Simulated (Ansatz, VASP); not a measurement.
One calculation of Be2Tl, two programs

```
Be Tl
1.0
    -2.17146    2.17146    4.99523
     2.17146   -2.17146    4.99523
     2.17146    2.17146   -4.99523
Be Tl
4 2
Cartesian
  0.7590 2.9304 0.0000
  1.4125 0.7590 0.0000
  1.4125 -0.7590 4.9952
  0.7590 1.4125 4.9952
  0.0000 0.0000 2.4976
  0.0000 0.0000 7.4928
```

Alike in both runs: functional PBE; k mesh 6 × 6 × 6; occupations gaussian, width 0.1 eV; no spin polarisation.

Ansatz relaxed the structure, and its values are those at the end. VASP's run is a single point on that final structure, the one shown.

```csv
,VASP,Ansatz
version,VASP 6.6.1,Ansatz 0.2.0
potentials or method,"VASP PAW PBE potentials, release 64 (Be, Tl_d), cutoff 520 eV","scalar-relativistic, plane waves, PAW"
valence electrons in the cell,34,34
```

```csv
,VASP,Ansatz,Ansatz less VASP
gap on the k mesh at the Fermi level (eV),none,none,-
pressure (GPa),0.0,0.0,-0.01
```

A gap of «none» marks a metal or a gap that the smearing closes.

Spin-orbit coupling is off throughout.
